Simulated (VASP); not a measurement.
The system is BaH4.

```
Ba H
1.0
     2.29082    1.32260    3.53625
    -2.29082    1.32260    3.53625
     0.00000   -2.64521    3.53625
Ba H
1 4
Direct
  0.00000 0.00000 0.00000
  0.74087 0.74087 0.74087
  0.25913 0.25913 0.25913
  0.46369 0.46369 0.46369
  0.53631 0.53631 0.53631
```

Base run:

```yaml
Program: VASP 6.6.1
Functional: PBEsol
Potentials_or_basis: VASP PAW PBE potentials, release 64 (Ba_sv, H)
Cutoff: 520 eV
k_mesh: 5 × 5 × 5
Occupations: fermi-dirac, width 0.05 eV
Spin: no spin polarisation
```

Its results: band gap on the k mesh 2.39 eV, indirect (least direct gap 2.93 eV); pressure -1.2 GPa; largest force 0.462 eV/Å.

Task: The run is repeated on the same cell with these changes: functional from PBEsol to RPBE. What comes out?

Result: Band gap on the k mesh 2.74 eV, indirect (least direct gap 3.25 eV); pressure 1.9 GPa; largest force 0.301 eV/Å.

RPBE binds less tightly than PBEsol, so the same cell stands under more pressure.

Caveats: the PAW data sets were made with another functional, which shifts forces and pressure a little; spin-orbit coupling is left out, which moves the levels of the heavy elements.

A k mesh can miss the band edges.
